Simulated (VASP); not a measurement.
A run of VASP 6.6.1 is set up as follows.

File POSCAR:

```
Bi
1.0
    2.2672586491      1.3090023913      4.1166667488
   -2.2672586491      1.3090023913      4.1166667488
    0.0000000000     -2.6180047827      4.1166667487
Bi
2
Direct
    0.2317091399      0.2317091399      0.2317091399
    0.7682908601      0.7682908601      0.7682908601
```

File INCAR.step1:

```
PREC = Accurate
ENCUT = 520
ISMEAR = 0
SIGMA = 0.2
LREAL = F
LASPH = T
NELM = 60
NBANDS = 22
GGA = PE
ALGO = Normal
EDIFF = 1E-4
LWAVE = T
LCHARG = F
```

INCAR.step2

```
PREC = Accurate
ENCUT = 520
EDIFF = 1E-7
ISMEAR = 0
SIGMA = 0.2
LREAL = F
LASPH = T
NELM = 60
ALGO = Normal
ISIF = 2
LWAVE = F
LCHARG = F
METAGGA = R2SCAN
LMIXTAU = T
NBANDS = 22
ISTART = 1
```

The input KPOINTS:

```
regular mesh
0
Gamma
  9 9 9
```

Potentials or basis: VASP PAW PBE potentials, release 64 (Bi_d).

The run is started by

```sh
$ cat potpaw_PBE.64/Bi_d/POTCAR > POTCAR
$ cp INCAR.step1 INCAR
$ mpirun -np 1 vasp_std > vasp.out
$ cp INCAR.step2 INCAR
$ mpirun -np 1 vasp_std > vasp.out
```

Problem. Estimate the pressure.

Solution. 0.0 GPa.

Problem. Predict the largest force.

Solution. 0.007 eV/Å.

Forces on the atoms (eV/Å):
```
Bi   0.000  0.000  0.007
Bi   0.000  0.000 -0.007
```

Caveat: the PAW data sets were made with another functional, which shifts forces and pressure a little.
